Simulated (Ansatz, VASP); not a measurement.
Two plane-wave programs on Al3InAs4

```xyz
8
Lattice="5.7765 0.0000 0.0000 0.0000 5.7765 0.0000 0.0000 0.0000 5.7765" Properties=species:S:1:pos:R:3 pbc="T T T"
Al    2.8883    0.0000    0.0000
Al    0.0000    0.0000    2.8883
Al    0.0000    2.8883    0.0000
In    2.8883    2.8883    2.8883
As    4.3938    1.3827    4.3938
As    4.3938    4.3938    1.3827
As    1.3827    1.3827    1.3827
As    1.3827    4.3938    4.3938
```

Alike in both runs: task relaxation of the atoms; functional PBE; k mesh 6 × 6 × 6; occupations gaussian, width 0.02 eV; no spin polarisation.

|  | VASP | Ansatz |
| --- | --- | --- |
| version | VASP 6.6.1 | Ansatz 0.2.0 |
| potentials or method | VASP PAW PBE potentials, release 64 (Al, In_d, As), cutoff 520 eV | scalar-relativistic, plane waves, PAW |
| valence electrons in the cell | 42 | 82 |

Ansatz gave:

```
gap on the k mesh at the Fermi level, each at its own relaxed structure (eV) : 1.37
```

Q: Estimate VASP's values.

A: gap on the k mesh at the Fermi level, each at its own relaxed structure (eV): 1.38.

VASP's potentials hold 42 valence electrons a cell and Ansatz's 82, so a difference there can come from the potentials and not from the codes. Ansatz's warnings: stress scf threshold loose.
